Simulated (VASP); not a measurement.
# TiO2 (P4_2/mnm) in VASP: relaxation of the atoms with r2SCAN

Aim: the relaxation of the atoms of TiO2 with r2SCAN.

All numbers are computed with VASP 6.6.1; they aren't measurements. Logs are shortened: lines on timing, memory, paths and dates and some standing lists are left out, and cuts for length are marked.

### 1 The cell of the first run

It takes space group P4_2/mnm (No. 136, tetragonal). The conventional cell has a = 4.592 Å, b = 4.592 Å, c = 2.957 Å, α = 90.00°, β = 90.00°, γ = 90.00°. Ti (site symmetry mmm) has 6 O at 1.95 to 1.98 Å within 2.6 Å. O (site symmetry m2m) has 3 Ti at 1.95 to 1.98 Å and 1 O at 2.53 Å within 2.6 Å.

### 2 Relaxation of the atoms, r2SCAN

File POSCAR:

```
TiO2
1.0
    4.5922000000      0.0000000000      0.0000000000
    0.0000000000      4.5922000000      0.0000000000
    0.0000000000      0.0000000000      2.9574000000
Ti O
2 4
Direct
    0.0000000000      0.0000000000      0.0000000000
    0.5000000000      0.5000000000      0.5000000000
    0.3049600000      0.3049600000      0.0000000000
    0.1950400000      0.8049600000      0.5000000000
    0.6950400000      0.6950400000      0.0000000000
    0.8049600000      0.1950400000      0.5000000000
```

File INCAR.step1:

```
PREC = Accurate
ENCUT = 520
ISMEAR = 0
SIGMA = 0.01
LREAL = False
LASPH = True
NELM = 60
GGA = PE
ALGO = Normal
EDIFF = 1E-4
LWAVE = True
LCHARG = False
```

File INCAR.step2:

```
PREC = Accurate
ENCUT = 520
EDIFF = 1E-6
ISMEAR = 0
SIGMA = 0.01
LREAL = False
LASPH = True
NELM = 60
ALGO = Normal
ISIF = 2
LWAVE = False
LCHARG = False
METAGGA = R2SCAN
LMIXTAU = True
IBRION = 2
NSW = 80
EDIFFG = -0.004
ISTART = 1
```

File KPOINTS:

```
regular mesh
0
Gamma
  5 5 7
```

Potentials or basis: VASP PAW PBE potentials, release 64 (Ti_sv, O).

Launch:

```sh
> cat potpaw_PBE.64/Ti_sv/POTCAR potpaw_PBE.64/O/POTCAR > POTCAR
> cp INCAR.step1 INCAR
> mpirun -np 1 vasp_std > vasp.out
> cp INCAR.step2 INCAR
> mpirun -np 1 vasp_std > vasp.out
```

OUTCAR:

```text
PREC = Accurate
   ENCUT = 520
   EDIFF = 1E-6
   ISMEAR = 0
   LREAL = False
   LASPH = True
   NELM = 60
   ISIF = 2
   METAGGA = R2SCAN
   IBRION = 2
   NSW = 80
   EDIFFG = -0.004
   ISTART = 1

 ion  position               nearest neighbor table
   1  0.000  0.000  0.000-   4 1.95   6 1.95   4 1.95   6 1.95   5 1.98   3 1.98
   2  0.500  0.500  0.500-   3 1.95   5 1.95   3 1.95   5 1.95   4 1.98   6 1.98
   3  0.305  0.305  0.000-   2 1.95   2 1.95   1 1.98
   4  0.195  0.805  0.500-   1 1.95   1 1.95   2 1.98
   5  0.695  0.695  0.000-   2 1.95   2 1.95   1 1.98
   6  0.805  0.195  0.500-   1 1.95   1 1.95   2 1.98

  LATTYP: Found a simple tetragonal cell.
 ALAT       =     4.5922000000
 C/A-ratio  =     0.6440050520

  Lattice vectors:

 A1 = (   4.5922000000,   0.0000000000,   0.0000000000)
 A2 = (   0.0000000000,   4.5922000000,   0.0000000000)
 A3 = (   0.0000000000,   0.0000000000,   2.9574000000)

Analysis of symmetry for initial positions (statically):
=====================================================================
 Subroutine PRICEL returns:
 Original cell was already a primitive cell.

 Routine SETGRP: Setting up the symmetry group for a
 simple tetragonal supercell.

 Subroutine GETGRP returns: Found 16 space group operations
 (whereof  8 operations were pure point group operations)
 out of a pool of 16 trial point group operations.

The static configuration has the point symmetry D_2h.
 The point group associated with its full space group is D_4h.

Analysis of symmetry for dynamics (positions and initial velocities):
=====================================================================
 Subroutine PRICEL returns:
 Original cell was already a primitive cell.

 Routine SETGRP: Setting up the symmetry group for a
 simple tetragonal supercell.

 Subroutine GETGRP returns: Found 16 space group operations
 (whereof  8 operations were pure point group operations)
 out of a pool of 16 trial point group operations.

The dynamic configuration has the point symmetry D_2h.
 The point group associated with its full space group is D_4h.

 Subroutine INISYM returns: Found 16 space group operations
 (whereof  8 operations are pure point group operations),
 and found     1 'primitive' translations

----------------------------------------------------------------------------------------

                                     Primitive cell

  volume of cell :      62.3665

  direct lattice vectors                    reciprocal lattice vectors
     4.592200000  0.000000000  0.000000000     0.217760550  0.000000000  0.000000000
     0.000000000  4.592200000  0.000000000     0.000000000  0.217760550  0.000000000
     0.000000000  0.000000000  2.957400000     0.000000000  0.000000000  0.338134848

  length of vectors
     4.592200000  4.592200000  2.957400000     0.217760550  0.217760550  0.338134848

  position of ions in fractional coordinates (direct lattice)
     0.000000000  0.000000000  0.000000000
     0.500000000  0.500000000  0.500000000
     0.304960000  0.304960000  0.000000000
     0.195040000  0.804960000  0.500000000
     0.695040000  0.695040000  0.000000000
     0.804960000  0.195040000  0.500000000

  ion indices of the primitive-cell ions
   primitive index   ion index
                 1           1
                 2           2
                 3           3
                 4           4
                 5           5
                 6           6

----------------------------------------------------------------------------------------

 KPOINTS: regular mesh

Automatic generation of k-mesh.
 Grid dimensions read from file:
 generate k-points for:    5    5    7

 Generating k-lattice:

  Cartesian coordinates                     Fractional coordinates (reciprocal lattice)
     0.043552110  0.000000000  0.000000000     0.200000000  0.000000000  0.000000000
     0.000000000  0.043552110  0.000000000     0.000000000  0.200000000  0.000000000
     0.000000000  0.000000000  0.048304978     0.000000000  0.000000000  0.142857143

  Length of vectors
     0.043552110  0.043552110  0.048304978

  Shift w.r.t. Gamma in fractional coordinates (k-lattice)
     0.000000000  0.000000000  0.000000000

 Subroutine IBZKPT returns following result:
 ===========================================

 Found     24 irreducible k-points:

 Following reciprocal coordinates:
            Coordinates               Weight
  0.000000  0.000000  0.000000      1.000000
  0.200000  0.000000  0.000000      4.000000
  0.400000  0.000000  0.000000      4.000000
  0.200000  0.200000  0.000000      4.000000
  0.400000  0.200000  0.000000      8.000000
  0.400000  0.400000  0.000000      4.000000
[... 16 lines left out ...]
  0.400000  0.200000  0.428571     16.000000
  0.400000  0.400000  0.428571      8.000000
   k-points           NKPTS =     24   k-points in BZ     NKDIM =     24   number of bands    NBANDS=     28
   number of dos      NEDOS =    301   number of ions     NIONS =      6
   total plane-waves  NPLWV =  31104
   dimension x,y,z NGX =    36 NGY =   36 NGZ =   24
   dimension x,y,z NGXF=    72 NGYF=   72 NGZF=   48
   ions per type =               2   4
   NGX,Y,Z   is equivalent  to a cutoff of  13.03, 13.03, 13.49 a.u.
   NGXF,Y,Z  is equivalent  to a cutoff of  26.07, 26.07, 26.98 a.u.
 SYSTEM =  unknown system
   PREC   = accura    normal or accurate (medium, high low for compatibility)
   ISTART =      1    job   : 0-new  1-cont  2-samecut
   ICHARG =      0    charge: 1-file 2-atom 10-const
   ISPIN  =      1    spin polarized calculation?
   LNONCOLLINEAR =      F non collinear calculations
   LSORBIT =      F    spin-orbit coupling
   LASPH  =      T    aspherical Exc in radial PAW
   ENCUT  =  520.0 eV  38.22 Ry    6.18 a.u.   8.54  8.54  5.50*2*pi/ulx,y,z
   NELM   =     60;   NELMIN=  2; NELMDL=  0     # of ELM steps
   EDIFF  = 0.1E-05   stopping-criterion for ELM
   LREAL  =      F    real-space projection
   EDIFFG = -.4E-02   stopping-criterion for IOM
   NSW    =     80    number of steps for IOM
   IBRION =      2    ionic relax: 0-MD 1-quasi-New 2-CG
   NFREE  =      1    steps in history (QN), initial steepest desc. (CG)
   ISIF   =      2    stress and relaxation
   ISYM   =      2    0-nonsym 1-usesym 2-fastsym
   POTIM  = 0.5000    time-step for ionic-motion
   TEBEG  =    0.0;   TEEND  =   0.0 temperature during run
   PSTRESS=    0.0 pullay stress
   NELECT =      48.0000    total number of electrons
   NUPDOWN=      -1.0000    fix difference up-down
   EMIN   =  10.00;   EMAX   =-10.00  energy-range for DOS
   EFERMI =   0.00;   METHOD = LEGACY
   ISMEAR =     0;   SIGMA  =   0.01  broadening in eV -4-tet -1-fermi 0-gaus
   EFERMI_NEDOS =   21; number of points for ismear=-14 and -15
   IALGO  =     38    algorithm
   IMIX   =      4    mixing-type and parameters
     AMIX     =   0.40;   BMIX     =  1.00
     AMIX_MAG =   1.60;   BMIX_MAG =  1.00
  volume/ion in A,a.u.               =      10.39        70.15
  Fermi-wavevector in a.u.,A,eV,Ry     =   1.500277  2.835112 30.624403  2.250830
  Thomas-Fermi vector in A             =   2.611798
   LORBIT       =      0    0 simple, 1 ext, 2 COOP (PROOUT), +10 PAW based schemes
   METAGGA = R2SCAN    functional components
   LHFCALC =     F    Hartree Fock is set to
   AEXX    =    0.0000 exact exchange contribution
   IVDW    =     0    specifies the selected vdW correction
   LEPSILON=     F    determine dielectric tensor
   LRPA    =     F    only Hartree local field effects (RPA)
 conjugate gradient relaxation of ions
 non-spin polarized calculation
 Gauss-broadening in eV      SIGMA  =   0.01
  energy-cutoff  :      520.00
  volume of cell :       62.37
 maximum number of plane-waves:      1697
 NGX is ok and might be reduce to    36
   NGX = 17   NGY = 17   NGZ = 11

--------------------------------------- Ionic step        1  -------------------------------------------

 number of electron      48.0000021 magnetization

 Free energy of the ion-electron system (eV)
  ---------------------------------------------------
  ext. energy  EPLUGINS =         0.00000000
  ---------------------------------------------------
  free energy    TOTEN  =       -69.79340900 eV

  energy without entropy =      -69.79340900  energy(sigma->0) =      -69.79340900

------------------------ aborting loop because EDIFF is reached ----------------------------------------

  FORCE on cell =-STRESS in cart. coord.  units (eV):
  Direction    XX          YY          ZZ          XY          YZ          ZX
  --------------------------------------------------------------------------------------
  -------------------------------------------------------------------------------------
  Total        0.5466887      0.5466887      0.5997586      0.0000000      0.0000000      0.0000000
  in kB       14.0442656     14.0442656     15.4076157      0.0000000      0.0000000      0.0000000
  external PRESSURE =      14.4987156 kB  Pullay stress =       0.0000000 kB

 VOLUME and BASIS-vectors are now :
 -----------------------------------------------------------------------------
  energy-cutoff  :      520.00
  volume of cell :       62.37
      direct lattice vectors                 reciprocal lattice vectors
     4.592200000  0.000000000  0.000000000     0.217760550  0.000000000  0.000000000
     0.000000000  4.592200000  0.000000000     0.000000000  0.217760550  0.000000000
     0.000000000  0.000000000  2.957400000     0.000000000  0.000000000  0.338134848

 POSITION                                       TOTAL-FORCE (eV/Angst)
 -----------------------------------------------------------------------------------
      0.00000      0.00000      0.00000         0.000000     -0.000000     -0.000000
      2.29610      2.29610      1.47870         0.000000     -0.000000     -0.000000
      1.40044      1.40044      0.00000        -0.059720     -0.059720     -0.000000
      0.89566      3.69654      1.47870         0.059720     -0.059720     -0.000000
      3.19176      3.19176      0.00000         0.059720      0.059720      0.000000
      3.69654      0.89566      1.47870        -0.059720      0.059720      0.000000
 -----------------------------------------------------------------------------------
    total drift:                                0.000000      0.000000     -0.000000
[... 30 lines left out ...]
 POSITION                                       TOTAL-FORCE (eV/Angst)
 -----------------------------------------------------------------------------------
      0.00000      4.59220      2.95740         0.000000      0.000000      0.000000
      2.29610      2.29610      1.47870         0.000000      0.000000      0.000000
      1.39756      1.39756      2.95740         0.002859      0.002859      0.000000
      0.89854      3.69366      1.47870        -0.002859      0.002859      0.000000
      3.19464      3.19464      0.00000        -0.002859     -0.002859      0.000000
      3.69366      0.89854      1.47870         0.002859     -0.002859      0.000000
 -----------------------------------------------------------------------------------
    total drift:                                0.000000      0.000000     -0.000000

  FREE ENERGIE OF THE ION-ELECTRON SYSTEM (eV)
  ---------------------------------------------------
  free  energy   TOTEN  =       -69.7940560881 eV

  energy  without entropy=      -69.7940560881  energy(sigma->0) =      -69.79405609

--------------------------------------- Ionic step        3  -------------------------------------------

 number of electron      48.0000019 magnetization

 Free energy of the ion-electron system (eV)
  ---------------------------------------------------
  ext. energy  EPLUGINS =         0.00000000
  ---------------------------------------------------
  free energy    TOTEN  =       -69.79405792 eV

  energy without entropy =      -69.79405792  energy(sigma->0) =      -69.79405792

 E-fermi :   4.7625     XC(G=0): -12.1623

 val. band max:        4.5638392968   @ k =   0.0000   0.0000   0.0000
 cond. band min:       6.7812162527   @ k =   0.0000   0.0000   0.0000
 fundamental gap:      2.2173769559
 Fermi energy:         4.7625354697

 k-point     1 :       0.0000    0.0000    0.0000
  band No.  band energies     occupation
      1     -54.5912      2.00000
      2     -54.5732      2.00000
      3     -29.8582      2.00000
      4     -29.8582      2.00000
      5     -29.6797      2.00000
      6     -29.6797      2.00000
[... 20 lines left out ...]
     27       7.3317      0.00000
     28       7.4298      0.00000
[... 724 lines left out ...]
 VOLUME and BASIS-vectors are now :
 -----------------------------------------------------------------------------
  energy-cutoff  :      520.00
  volume of cell :       62.37
      direct lattice vectors                 reciprocal lattice vectors
     4.592200000  0.000000000  0.000000000     0.217760550  0.000000000  0.000000000
     0.000000000  4.592200000  0.000000000     0.000000000  0.217760550  0.000000000
     0.000000000  0.000000000  2.957400000     0.000000000  0.000000000  0.338134848

 POSITION                                       TOTAL-FORCE (eV/Angst)
 -----------------------------------------------------------------------------------
      0.00000      0.00000      0.00000         0.000000      0.000000      0.000000
      2.29610      2.29610      1.47870         0.000000      0.000000      0.000000
      1.39769      1.39769      0.00000        -0.001239     -0.001239     -0.000000
      0.89841      3.69379      1.47870         0.001239     -0.001239      0.000000
      3.19451      3.19451      0.00000         0.001239      0.001239      0.000000
      3.69379      0.89841      1.47870        -0.001239      0.001239      0.000000
 -----------------------------------------------------------------------------------
    total drift:                                0.000000      0.000000     -0.000000

  FREE ENERGIE OF THE ION-ELECTRON SYSTEM (eV)
  ---------------------------------------------------
  free  energy   TOTEN  =       -69.7940579206 eV

  energy  without entropy=      -69.7940579206  energy(sigma->0) =      -69.79405792

 reached required accuracy - stopping structural energy minimisation
```

Run time: 9.1 min. Hardware: 1 thread of Intel Xeon 8259CL, shared host; peak memory 0.2 GiB.

What came out:

- Free energy: -69.7941 eV
- Energy gained by relaxing: 0.1 meV/atom
- Ionic steps: 3
- Pressure after relaxing: 1.3 GPa
- Band gap on the k mesh: 2.22 eV

Step by step:
| step | energy change (eV) | largest force (eV/Å) | pressure (GPa) |
| --- | --- | --- | --- |
| 1 | 0.0000 | 0.0845 | 1.45 |
| 2 | -0.0006 | 0.0040 | 1.24 |
| 3 | -0.0006 | 0.0018 | 1.26 |

Final structure:
```
Ti O
1.0
     4.59220    0.00000    0.00000
     0.00000    4.59220    0.00000
     0.00000    0.00000    2.95740
Ti O
2 4
Direct
  0.00000 0.00000 0.00000
  0.50000 0.50000 0.50000
  0.30436 0.30436 0.00000
  0.19564 0.80436 0.50000
  0.69564 0.69564 0.00000
  0.80436 0.19564 0.50000
```

Caveat: the PAW data sets were made with another functional, which shifts forces and pressure a little. r2SCAN opens gaps a little over a GGA but as a rule still falls short of measured ones.
